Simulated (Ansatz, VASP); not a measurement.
# Two plane-wave programs on Pt

File INCAR:

```
SYSTEM = Pt
PREC     = Accurate       ! precision mode
ENCUT    = 520            ! plane-wave cutoff, eV
EDIFF    = 1E-6           ! SCF threshold, eV
ISMEAR   = -1             ! smearing method
SIGMA    = 0.05           ! smearing width, eV
LREAL    = .False.        ! projectors in reciprocal space
LASPH    = .True.         ! aspherical terms in the spheres
NELM     = 150            ! most SCF steps
ALGO     = Normal         ! electronic algorithm
ISIF     = 2              ! what is computed and relaxed
LWAVE    = .False.        ! write WAVECAR
LCHARG   = .False.        ! write CHGCAR
ISPIN    = 2              ! spin polarisation
MAGMOM   = 1              ! initial moments
LORBIT   = 11             ! projections on sites
LMAXMIX  = 4              ! l up to which the mixer works
GGA      = PE             ! functional
NBANDS   = 15             ! bands
```

Contents of KPOINTS:

```
regular mesh
0
Gamma
  20 20 20
  0 0 0
```

The input POSCAR:

```
Pt
1.0
    2.6928021521      0.0000000000      0.0000000000
    0.0000000000      2.6928021521      0.0000000000
    0.0000000000      0.0000000000      2.6928021521
Pt
1
Direct
    0.0000000000      0.0000000000      0.0000000000
```

Input for Ansatz:

```yaml
crystal:
  lattice:
    - [2.6928021521, 0.0, 0.0]
    - [0.0, 2.6928021521, 0.0]
    - [0.0, 0.0, 2.6928021521]
  atoms:
    - { symbol: Pt, position: [0.0, 0.0, 0.0], spin: 1.0 }
hamiltonian:
  xc: pbe
  pseudopotentials:
    kind: paw
    azcp:
      Pt: "pseudopotentials/Pt.paw.azcp"
basis:
  ecutwfc: 420
  fft_grid_basis: typed
kpoints:
  mp_grid: { grid: [20, 20, 20], shift: [0, 0, 0] }
magnetization:
  spin_polarized: true
scf:
  occupations: { method: fermi_dirac, width: 0.05 }
output:
  stress: true
```

Alike in both runs: task single point; functional PBE; k mesh 20 × 20 × 20; occupations fermi-dirac, width 0.05 eV; collinear spin.

```csv
,VASP,Ansatz
version,VASP 6.6.1,Ansatz 0.2.0
potentials or method,"VASP PAW PBE potentials, release 64 (Pt), cutoff 520 eV","plane waves (420 eV) with PAW, scalar-relativistic"
valence electrons in the cell,10,18
```

|  | VASP | Ansatz | Ansatz less VASP |
| --- | --- | --- | --- |
| pressure (GPa) | -11.9 | -11.6 | +0.31 |
| net moment per atom (μB) | 0.00 | 0.00 | -0.001 |

With one functional, cell and mesh, what is left measures potentials, basis and numerics. VASP's potentials hold 10 valence electrons a cell and Ansatz's 18, so a difference there can come from the potentials and not from the codes. Ansatz's warnings: seeded moment not kept.

Spin-orbit coupling is off throughout.
